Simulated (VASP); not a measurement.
# ZnSe (Stilleite) (F-43m) in VASP: notebook

The runs below take ZnSe (Stilleite) through relaxation of cell and atoms, single point, with PBEsol, PBE-based screened hybrid.

Everything below comes from runs of VASP 6.6.1. Logs are shortened: lines on timing, memory, paths and dates and some standing lists are left out, and cuts for length are marked.

### Step 1. The cell of the first run

Symmetry: F-43m, No. 216, cubic system. Conventional cell: a = 5.668 Å, b = 5.668 Å, c = 5.668 Å, α = 90.00°, β = 90.00°, γ = 90.00°. Within 3.2 Å of Se (site symmetry -43m) lie 4 Zn at 2.45 Å. Zn (site symmetry -43m) has 4 Se at 2.45 Å within 3.2 Å.

### Step 2. Relaxation of cell and atoms, PBEsol, target pressure 10 GPa, at which the enthalpy is minimised

INCAR reads:

```
SYSTEM = ZnSe
ALGO = Normal
EDIFF = 1E-6
EDIFFG = -0.005
ENCUT = 600
GGA = PS
IBRION = 2
ISIF = 3
ISMEAR = -1
LASPH = .True.
LCHARG = .False.
LREAL = .False.
LWAVE = .False.
NELM = 100
NSW = 80
PREC = Accurate
PSTRESS = 100.0
SIGMA = 0.05
```

KPOINTS reads:

```
k-points
0
Gamma
  8 8 8
  0 0 0
```

POSCAR reads:

```
ZnSe
1.0
    0.0000000000      2.8338000000      2.8338000000
    2.8338000000      0.0000000000      2.8338000000
    2.8338000000      2.8338000000      0.0000000000
Se Zn
1 1
Direct
    0.7500000000      0.7500000000      0.7500000000
    0.0000000000      0.0000000000      0.0000000000
```

Potentials or basis: VASP PAW PBE potentials, release 64 (Se, Zn).

The run is started by

```sh
$ cat potpaw_PBE.64/Se/POTCAR potpaw_PBE.64/Zn/POTCAR > POTCAR
$ mpirun -np 1 vasp_std > vasp.out
```

OUTCAR:

```text
SYSTEM = ZnSe
   EDIFF = 1E-6
   EDIFFG = -0.005
   ENCUT = 600
   GGA = PS
   IBRION = 2
   ISIF = 3
   ISMEAR = -1
   LASPH = .True.
   LREAL = .False.
   NELM = 100
   NSW = 80
   PREC = Accurate
   PSTRESS = 100.0

 ion  position               nearest neighbor table
   1  0.750  0.750  0.750-   2 2.45   2 2.45   2 2.45   2 2.45
   2  0.000  0.000  0.000-   1 2.45   1 2.45   1 2.45   1 2.45

  LATTYP: Found a face centered cubic cell.
 ALAT       =     5.6676000000

  Lattice vectors:

 A1 = (   0.0000000000,   2.8338000000,   2.8338000000)
 A2 = (   2.8338000000,   0.0000000000,   2.8338000000)
 A3 = (   2.8338000000,   2.8338000000,   0.0000000000)

Analysis of symmetry for initial positions (statically):
=====================================================================
 Subroutine PRICEL returns:
 Original cell was already a primitive cell.

 Routine SETGRP: Setting up the symmetry group for a
 face centered cubic supercell.

 Subroutine GETGRP returns: Found 24 space group operations
 (whereof 24 operations were pure point group operations)
 out of a pool of 48 trial point group operations.

The static configuration has the point symmetry T_d .

Analysis of symmetry for dynamics (positions and initial velocities):
=====================================================================
 Subroutine PRICEL returns:
 Original cell was already a primitive cell.

 Routine SETGRP: Setting up the symmetry group for a
 face centered cubic supercell.

 Subroutine GETGRP returns: Found 24 space group operations
 (whereof 24 operations were pure point group operations)
 out of a pool of 48 trial point group operations.

The dynamic configuration has the point symmetry T_d .

 Subroutine INISYM returns: Found 24 space group operations
 (whereof 24 operations are pure point group operations),
 and found     1 'primitive' translations

----------------------------------------------------------------------------------------

                                     Primitive cell

  volume of cell :      45.5132

  direct lattice vectors                    reciprocal lattice vectors
     0.000000000  2.833800000  2.833800000    -0.176441527  0.176441527  0.176441527
     2.833800000  0.000000000  2.833800000     0.176441527 -0.176441527  0.176441527
     2.833800000  2.833800000  0.000000000     0.176441527  0.176441527 -0.176441527

  length of vectors
     4.007598393  4.007598393  4.007598393     0.305605690  0.305605690  0.305605690

  position of ions in fractional coordinates (direct lattice)
     0.750000000  0.750000000  0.750000000
     0.000000000  0.000000000  0.000000000

  ion indices of the primitive-cell ions
   primitive index   ion index
                 1           1
                 2           2

----------------------------------------------------------------------------------------

 KPOINTS: k-points

Automatic generation of k-mesh.
 Grid dimensions read from file:
 generate k-points for:    8    8    8

 Generating k-lattice:

  Cartesian coordinates                     Fractional coordinates (reciprocal lattice)
    -0.022055191  0.022055191  0.022055191     0.125000000  0.000000000  0.000000000
     0.022055191 -0.022055191  0.022055191     0.000000000  0.125000000  0.000000000
     0.022055191  0.022055191 -0.022055191     0.000000000  0.000000000  0.125000000

  Length of vectors
     0.038200711  0.038200711  0.038200711

  Shift w.r.t. Gamma in fractional coordinates (k-lattice)
     0.000000000  0.000000000  0.000000000

 Subroutine IBZKPT returns following result:
 ===========================================

 Found     29 irreducible k-points:

 Following reciprocal coordinates:
            Coordinates               Weight
  0.000000  0.000000  0.000000      1.000000
  0.125000  0.000000  0.000000      8.000000
  0.250000  0.000000  0.000000      8.000000
  0.375000  0.000000  0.000000      8.000000
  0.500000  0.000000  0.000000      4.000000
  0.125000  0.125000  0.000000      6.000000
[... 16 lines left out ...]
  0.500000  0.250000  0.125000     48.000000
 -0.375000  0.250000  0.125000     24.000000
 [... further k-points ...]
   k-points           NKPTS =     29   k-points in BZ     NKDIM =     29   number of bands    NBANDS=     13
   number of dos      NEDOS =    301   number of ions     NIONS =      2
   total plane-waves  NPLWV =  32768
   dimension x,y,z NGX =    32 NGY =   32 NGZ =   32
   dimension x,y,z NGXF=    64 NGYF=   64 NGZF=   64
   ions per type =               1   1
   NGX,Y,Z   is equivalent  to a cutoff of  13.27, 13.27, 13.27 a.u.
   NGXF,Y,Z  is equivalent  to a cutoff of  26.55, 26.55, 26.55 a.u.
 SYSTEM =  ZnSe
   PREC   = accura    normal or accurate (medium, high low for compatibility)
   ISTART =      0    job   : 0-new  1-cont  2-samecut
   ICHARG =      2    charge: 1-file 2-atom 10-const
   ISPIN  =      1    spin polarized calculation?
   LNONCOLLINEAR =      F non collinear calculations
   LSORBIT =      F    spin-orbit coupling
   LASPH  =      T    aspherical Exc in radial PAW
   ENCUT  =  600.0 eV  44.10 Ry    6.64 a.u.   8.00  8.00  8.00*2*pi/ulx,y,z
   NELM   =    100;   NELMIN=  2; NELMDL= -5     # of ELM steps
   EDIFF  = 0.1E-05   stopping-criterion for ELM
   LREAL  =      F    real-space projection
   EDIFFG = -.5E-02   stopping-criterion for IOM
   NSW    =     80    number of steps for IOM
   IBRION =      2    ionic relax: 0-MD 1-quasi-New 2-CG
   NFREE  =      1    steps in history (QN), initial steepest desc. (CG)
   ISIF   =      3    stress and relaxation
   ISYM   =      2    0-nonsym 1-usesym 2-fastsym
   POTIM  = 0.5000    time-step for ionic-motion
   TEBEG  =    0.0;   TEEND  =   0.0 temperature during run
   PSTRESS=  100.0 pullay stress
   NELECT =      18.0000    total number of electrons
   NUPDOWN=      -1.0000    fix difference up-down
   EMIN   =  10.00;   EMAX   =-10.00  energy-range for DOS
   EFERMI =   0.00;   METHOD = LEGACY
   ISMEAR =    -1;   SIGMA  =   0.05  broadening in eV -4-tet -1-fermi 0-gaus
   EFERMI_NEDOS =   21; number of points for ismear=-14 and -15
   IALGO  =     38    algorithm
   IMIX   =      4    mixing-type and parameters
     AMIX     =   0.40;   BMIX     =  1.00
     AMIX_MAG =   1.60;   BMIX_MAG =  1.00
  volume/ion in A,a.u.               =      22.76       153.57
  Fermi-wavevector in a.u.,A,eV,Ry     =   1.201673  2.270834 19.647073  1.444019
  Thomas-Fermi vector in A             =   2.337476
   LORBIT       =      0    0 simple, 1 ext, 2 COOP (PROOUT), +10 PAW based schemes
   GGA     = PS    functional components
   LHFCALC =     F    Hartree Fock is set to
   AEXX    =    0.0000 exact exchange contribution
   IVDW    =     0    specifies the selected vdW correction
   LEPSILON=     F    determine dielectric tensor
   LRPA    =     F    only Hartree local field effects (RPA)
 conjugate gradient relaxation of ions
 non-spin polarized calculation
  energy-cutoff  :      600.00
  volume of cell :       45.51
 maximum number of plane-waves:      1540
   NGX = 17   NGY = 17   NGZ = 17

--------------------------------------- Ionic step        1  -------------------------------------------

 number of electron      17.9999991 magnetization

 Free energy of the ion-electron system (eV)
  ---------------------------------------------------
  ext. energy  EPLUGINS =         0.00000000
  ---------------------------------------------------
  free energy    TOTEN  =        -6.77138295 eV

  energy without entropy =       -6.77138286  energy(sigma->0) =       -6.77138291

 E-fermi :   2.1077     XC(G=0):  -9.5263

 val. band max:        1.4882429470   @ k =   0.0000   0.0000   0.0000
 cond. band min:       2.6586533463   @ k =   0.0000   0.0000   0.0000
 fundamental gap:      1.1704103993
 Fermi energy:         2.1077377618

 k-point     1 :       0.0000    0.0000    0.0000
  band No.  band energies     occupation
      1     -11.7976      2.00000
      2      -5.0687      2.00000
      3      -5.0687      2.00000
      4      -5.0687      2.00000
      5      -4.6972      2.00000
      6      -4.6972      2.00000
      7       1.4882      1.99999
      8       1.4882      1.99999
      9       1.4882      1.99999
     10       2.6587      0.00003
     11       7.2200      0.00000
     12       7.2200      0.00000
     13       7.2200      0.00000
[... 353 lines left out ...]
 k-point    24 :      -0.3750    0.2500    0.1250
  band No.  band energies     occupation
      1     -10.8672      2.00000
      2      -4.9663      2.00000
      3      -4.9278      2.00000
      4      -4.7307      2.00000
      5      -4.6904      2.00000
      6      -4.4877      2.00000
      7      -3.4521      2.00000
      8      -0.9560      2.00000
      9       0.0056      2.00000
     10       5.6472      0.00000
     11       6.9148      0.00000
     12       8.8243      0.00000
     13      10.0513      0.00000

 [... further k-points ...]

------------------------ aborting loop because EDIFF is reached ----------------------------------------

  FORCE on cell =-STRESS in cart. coord.  units (eV):
  Direction    XX          YY          ZZ          XY          YZ          ZX
  --------------------------------------------------------------------------------------
  -------------------------------------------------------------------------------------
  Total       -0.2579521     -0.2579521     -0.2579521      0.0000000      0.0000000     -0.0000000
  in kB       -9.0805466     -9.0805466     -9.0805466      0.0000000      0.0000000     -0.0000000
  external PRESSURE =    -109.0805466 kB  Pullay stress =     100.0000000 kB
[... 175 lines left out ...]
  enthalpy is  TOTEN    =        -4.1445940725 eV   P V=        2.4901257246

--------------------------------------- Ionic step        6  -------------------------------------------

 number of electron      18.0000003 magnetization

 Free energy of the ion-electron system (eV)
  ---------------------------------------------------
  ext. energy  EPLUGINS =         0.00000000
  ---------------------------------------------------
  free energy    TOTEN  =        -6.63407393 eV

  energy without entropy =       -6.63407393  energy(sigma->0) =       -6.63407393

 E-fermi :   3.6037     XC(G=0): -10.1394

 val. band max:        2.7144297422   @ k =   0.0000   0.0000   0.0000
 cond. band min:       4.4358909760   @ k =   0.0000   0.0000   0.0000
 fundamental gap:      1.7214612338
 Fermi energy:         3.6037242901

 k-point     1 :       0.0000    0.0000    0.0000
  band No.  band energies     occupation
      1     -11.5194      2.00000
      2      -4.4263      2.00000
      3      -4.4263      2.00000
      4      -4.4263      2.00000
      5      -3.9236      2.00000
      6      -3.9236      2.00000
      7       2.7144      2.00000
      8       2.7144      2.00000
      9       2.7144      2.00000
     10       4.4359      0.00000
     11       8.3698      0.00000
     12       8.3698      0.00000
     13       8.3698      0.00000
[... 353 lines left out ...]
 k-point    24 :      -0.3750    0.2500    0.1250
  band No.  band energies     occupation
      1     -10.2960      2.00000
      2      -4.3083      2.00000
      3      -4.2444      2.00000
      4      -3.9901      2.00000
      5      -3.9175      2.00000
      6      -3.6496      2.00000
      7      -3.0248      2.00000
      8      -0.2163      2.00000
      9       0.8659      2.00000
     10       7.2311      0.00000
     11       7.9974      0.00000
     12      10.3875      0.00000
     13      11.6865      0.00000

 [... further k-points ...]

------------------------ aborting loop because EDIFF is reached ----------------------------------------

  FORCE on cell =-STRESS in cart. coord.  units (eV):
  Direction    XX          YY          ZZ          XY          YZ          ZX
  --------------------------------------------------------------------------------------
  -------------------------------------------------------------------------------------
  Total        2.4986995      2.4986995      2.4986995      0.0000000      0.0000000      0.0000000
  in kB      100.3703832    100.3703832    100.3703832      0.0000000      0.0000000      0.0000000
  external PRESSURE =       0.3703832 kB  Pullay stress =     100.0000000 kB
[... 17 lines left out ...]
  FREE ENERGIE OF THE ION-ELECTRON SYSTEM (eV)
  ---------------------------------------------------
  free  energy   TOTEN  =        -6.6340739334 eV

  energy  without entropy=       -6.6340739330  energy(sigma->0) =       -6.63407393

  enthalpy is  TOTEN    =        -4.1445950671 eV   P V=        2.4894788663

 reached required accuracy - stopping structural energy minimisation
```

It took 66 s on 1 thread of Intel Xeon 6975P-C, shared host; peak memory 0.2 GiB.

What came out:

```yaml
Free_energy: -6.6341 eV
Relaxed_volume: 19.94 Å³/atom
Relaxed_cell: a = 3.835 Å, b = 3.835 Å, c = 3.835 Å, α = 60.00°, β = 60.00°, γ = 60.00°
Space_group_after_relaxing_to_0.05_Å: F-43m (No. 216)
Energy_change_on_relaxing_the_enthalpy_is_what_falls: +68.7 meV/atom
Ionic_steps: 6
Pressure_after_relaxing: 10.0 GPa
Band_gap_on_the_k_mesh: 1.72 eV, direct
```

Step by step:
```
step  energy change (eV)  largest force (eV/Å)  pressure (GPa)  volume (Å³)
   1              0.0000                0.0000           -0.91        45.51
   2              0.5237                0.0000           23.34        36.05
   3              0.1329                0.0000            9.82        39.96
   4              0.1395                0.0000           10.07        39.85
   5              0.1367                0.0000            9.94        39.90
   6              0.1373                0.0000           10.04        39.89
```

Final structure:
```yaml
crystal:
  lattice:
    - [0.00000, 2.71183, 2.71183]
    - [2.71183, 0.00000, 2.71183]
    - [2.71183, 2.71183, 0.00000]
  atoms:
    - { symbol: Se, position: [0.75000, 0.75000, 0.75000] }
    - { symbol: Zn, position: [0.00000, 0.00000, 0.00000] }
```

Levels at points of the mesh, in eV from the valence-band top:
| k point | band 5 | band 6 | band 7 | band 8 | band 9 | band 10 | band 11 | band 12 | band 13 |
| --- | --- | --- | --- | --- | --- | --- | --- | --- | --- |
| (0.00, 0.00, 0.00) | -6.64 | -6.64 | 0.00 | 0.00 | 0.00 | 1.72 | 5.66 | 5.66 | 5.66 |
| (0.50, 0.00, 0.00) | -6.61 | -6.44 | -6.20 | -1.09 | -1.09 | 2.66 | 6.24 | 6.24 | 8.67 |
| (0.50, 0.50, 0.00) | -6.57 | -6.41 | -5.39 | -2.73 | -2.73 | 2.50 | 3.29 | 11.66 | 12.10 |

Caveat: the cell is relaxed towards a set pressure, so the enthalpy falls and the energy may rise; the PAW data sets were made with another functional, which shifts forces and pressure a little. PBEsol gaps usually lie below the measured ones, often by a third to a half.

### Step 3. Relaxation of cell and atoms, PBEsol, target pressure 20 GPa, at which the enthalpy is minimised

INCAR reads:

```
ALGO = Normal
EDIFF = 1E-7
EDIFFG = -0.005
ENCUT = 600
GGA = PS
IBRION = 2
ISIF = 3
ISMEAR = -1
LASPH = T
LCHARG = F
LREAL = F
LWAVE = F
NELM = 100
NSW = 80
PREC = Accurate
PSTRESS = 200.0
SIGMA = 0.05
```

KPOINTS reads:

```
k-points
0
Gamma
  8 8 8
```

POSCAR is that of step 2.

Potentials or basis: VASP PAW PBE potentials, release 64 (Se, Zn).

The run is started by

```sh
$ cat potpaw_PBE.64/Se/POTCAR potpaw_PBE.64/Zn/POTCAR > POTCAR
$ mpirun -np 1 vasp_std > vasp.out
```

Wall time 89 s (1 thread of Intel Xeon 6975P-C, shared host); peak memory 0.21 GiB.

The run converged. Its results:

| Property | Result |
| --- | --- |
| Free energy | -6.3566 eV |
| Relaxed volume | 18.43 Å³/atom |
| Relaxed cell | a = 3.735 Å, b = 3.735 Å, c = 3.735 Å, α = 60.00°, β = 60.00°, γ = 60.00° |
| Space group after relaxing (to 0.05 Å) | F-43m (No. 216) |
| Energy change on relaxing (the enthalpy is what falls) | +207.4 meV/atom |
| Ionic steps | 7 |
| Pressure after relaxing | 20.0 GPa |
| Band gap on the k mesh | 2.08 eV, direct |

Step by step:
```
step  energy change (eV)  largest force (eV/Å)  pressure (GPa)  volume (Å³)
   1              0.0000                0.0000           -0.90        45.51
   2              2.7172                0.0000           81.27        28.62
   3              0.3601                0.0000           18.23        37.32
   4              0.4006                0.0000           19.55        36.97
   5              0.4203                0.0000           20.18        36.81
   6              0.4078                0.0000           19.79        36.91
   7              0.4148                0.0000           20.00        36.86
```

Final structure:
```
Se Zn
1.0
     0.00000    2.64138    2.64138
     2.64138    0.00000    2.64138
     2.64138    2.64138    0.00000
Se Zn
1 1
Direct
  0.75000 0.75000 0.75000
  0.00000 0.00000 0.00000
```

Levels at points of the mesh, in eV from the valence-band top:
```csv
k point,band 7,band 8,band 9,band 10,band 11,band 12
"(0.00, 0.00, 0.00)",0.00,0.00,0.00,2.08,5.58,5.58
"(0.50, 0.00, 0.00)",-6.70,-1.24,-1.24,2.79,6.17,6.17
"(0.50, 0.50, 0.00)",-5.77,-3.09,-3.09,2.27,3.18,12.37
```

Caveat: the cell is relaxed towards a set pressure, so the enthalpy falls and the energy may rise; the volume moved by over 15 % at a fixed basis, so the end points are rough; the PAW data sets were made with another functional, which shifts forces and pressure a little. A k mesh can miss the band edges.

### Step 4. Relaxation of cell and atoms, PBEsol, target pressure 30 GPa, at which the enthalpy is minimised

INCAR reads:

```
SYSTEM = ZnSe
PREC = Accurate
ENCUT = 600
EDIFF = 1E-7
ISMEAR = -1
SIGMA = 0.05
LREAL = .FALSE.
LASPH = .TRUE.
NELM = 100
ALGO = Normal
ISIF = 3
LWAVE = .FALSE.
LCHARG = .FALSE.
GGA = PS
IBRION = 2
NSW = 80
EDIFFG = -0.005
PSTRESS = 300.0
```

KPOINTS reads:

```
Automatic mesh
0
G
  8 8 8
  0 0 0
```

POSCAR is that of step 3.

The run is started by

```sh
$ cat potpaw_PBE.64/Se/POTCAR potpaw_PBE.64/Zn/POTCAR > POTCAR
$ mpirun -np 1 vasp_std > vasp.out
```

It took 85 s on 1 thread of Intel Xeon 6975P-C, shared host; peak memory 0.2 GiB.

Results (log left out):

- Free energy: -6.0220 eV
- Relaxed volume: 17.35 Å³/atom
- Relaxed cell: a = 3.661 Å, b = 3.661 Å, c = 3.661 Å, α = 60.00°, β = 60.00°, γ = 60.00°
- Space group after relaxing (to 0.05 Å): F-43m (No. 216)
- Energy change on relaxing (the enthalpy is what falls): +374.7 meV/atom
- Ionic steps: 5
- Pressure after relaxing: 30.0 GPa
- Band gap on the k mesh: 2.08 eV, indirect (least direct gap 2.36 eV)

Step by step:
| step | energy change (eV) | largest force (eV/Å) | pressure (GPa) | volume (Å³) |
| --- | --- | --- | --- | --- |
| 1 | 0.0000 | 0.0000 | -0.90 | 45.51 |
| 2 | 8.2334 | 0.0000 | 222.57 | 22.29 |
| 3 | 0.5459 | 0.0000 | 24.07 | 35.90 |
| 4 | 0.6656 | 0.0000 | 27.62 | 35.16 |
| 5 | 0.7494 | 0.0000 | 30.04 | 34.69 |

Final structure:
```xyz
2
Lattice="0.0000 2.5886 2.5886 2.5886 0.0000 2.5886 2.5886 2.5886 0.0000" Properties=species:S:1:pos:R:3 pbc="T T T"
Se    3.8830    3.8830    3.8830
Zn    0.0000    0.0000    0.0000
```

Levels at points of the mesh, in eV from the valence-band top:
| k point | band 6 | band 7 | band 8 | band 9 | band 10 | band 11 | band 12 | band 13 |
| --- | --- | --- | --- | --- | --- | --- | --- | --- |
| (0.00, 0.00, 0.00) | -7.32 | 0.00 | 0.00 | 0.00 | 2.36 | 5.50 | 5.50 | 5.50 |
| (0.50, 0.00, 0.00) | -7.28 | -7.01 | -1.36 | -1.36 | 2.88 | 6.10 | 6.10 | 8.77 |
| (0.50, 0.50, 0.00) | -7.04 | -6.09 | -3.39 | -3.39 | 2.08 | 3.07 | 12.96 | 13.13 |

Caveat: the cell is relaxed towards a set pressure, so the enthalpy falls and the energy may rise; the volume moved by over 15 % at a fixed basis, so the end points are rough; the PAW data sets were made with another functional, which shifts forces and pressure a little. A k mesh can miss the band edges.

[end of part 1 of 2]
